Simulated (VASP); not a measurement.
A run of VASP 6.6.1 is set up as follows.

File INCAR:

```
SYSTEM = YSe
PREC = Accurate ; ENCUT = 520
EDIFF = 1E-7 ; ISMEAR = 0
SIGMA = 0.15 ; LREAL = .False.
LASPH = .True. ; NELM = 100
ALGO = Normal ; ISIF = 2
LWAVE = .False. ; LCHARG = .True.
GGA = PS ; LELF = .True.
LVHAR = .True. ; NBANDS = 16
```

The input KPOINTS:

```
Automatic mesh
0
Gamma
  14 14 14
  0 0 0
```

File POSCAR:

```
YSe
1.0
    0.0000000000      2.9181250000      2.9612500000
    2.9181250000      0.0000000000      2.9612500000
    2.9181250000      2.9181250000      0.0000000000
Y Se
1 1
Direct
    0.0000000000      0.0000000000      0.0000000000
    0.5000000000      0.5000000000      0.5000000000
```

Potentials or basis: VASP PAW PBE potentials, release 64 (Y_sv, Se).

Launch:

```bash
$ cat potpaw_PBE.64/Y_sv/POTCAR potpaw_PBE.64/Se/POTCAR > POTCAR
$ mpirun -np 1 vasp_std > vasp.out
```

(1) Estimate the pressure.

Results:

(1) -6.4 GPa.

Caveat: the cell differs from its parent crystal (strain +0.015 along x and y, +0.030 along z); the PAW data sets were made with another functional, which shifts forces and pressure a little.
